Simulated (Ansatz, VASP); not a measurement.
**Rh: VASP beside Ansatz**

The input INCAR:

```
PREC     = Accurate       # precision mode
ENCUT    = 500            # plane-wave cutoff, eV
EDIFF    = 1E-6           # SCF threshold, eV
ISMEAR   = 0              # smearing method
SIGMA    = 0.05           # smearing width, eV
LREAL    = False          # projectors in reciprocal space
LASPH    = True           # aspherical terms in the spheres
NELM     = 120            # most SCF steps
ALGO     = Normal         # electronic algorithm
ISIF     = 2              # what is computed and relaxed
LWAVE    = False          # write WAVECAR
LCHARG   = False          # write CHGCAR
GGA      = PE             # functional
NBANDS   = 14             # bands
GGA_COMPAT= False
```

File KPOINTS:

```
regular mesh
0
Gamma
  10 10 10
```

The input POSCAR:

```
Rh
1.0
   -1.5539301309      1.5539301309      1.5539301309
    1.5539301309     -1.5539301309      1.5539301309
    1.5539301309      1.5539301309     -1.5539301309
Rh
1
Direct
    0.0000000000      0.0000000000      0.0000000000
```

Input for Ansatz:

```yaml
crystal:
  lattice:
    - [-1.5539301309, 1.5539301309, 1.5539301309]
    - [1.5539301309, -1.5539301309, 1.5539301309]
    - [1.5539301309, 1.5539301309, -1.5539301309]
  atoms:
    - { symbol: Rh, position: [0.0, 0.0, 0.0] }
basis:
  ecutwfc: 600
  ecutrho_ratio: 5
kpoints:
  mp_grid: { grid: [10, 10, 10] }
hamiltonian:
  xc: pbe
scf:
  occupations: { method: gaussian, width: 0.05 }
output:
  forces: true
  stress: true
  eigenvalues: true
```

Alike in both runs: task single point; functional PBE; k mesh 10 × 10 × 10; occupations gaussian, width 0.05 eV; no spin polarisation.

|  | VASP | Ansatz |
| --- | --- | --- |
| version | VASP 6.6.1 | Ansatz 0.2.0 |
| potentials or method | VASP PAW PBE potentials, release 64 (Rh_pv), cutoff 500 eV | scalar-relativistic, plane waves, PAW |
| valence electrons in the cell | 15 | 17 |

|  | VASP | Ansatz | Ansatz less VASP |
| --- | --- | --- | --- |
| pressure (GPa) | -7.7 | -7.9 | -0.21 |

VASP's potentials hold 15 valence electrons a cell and Ansatz's 17, so a difference there can come from the potentials and not from the codes.
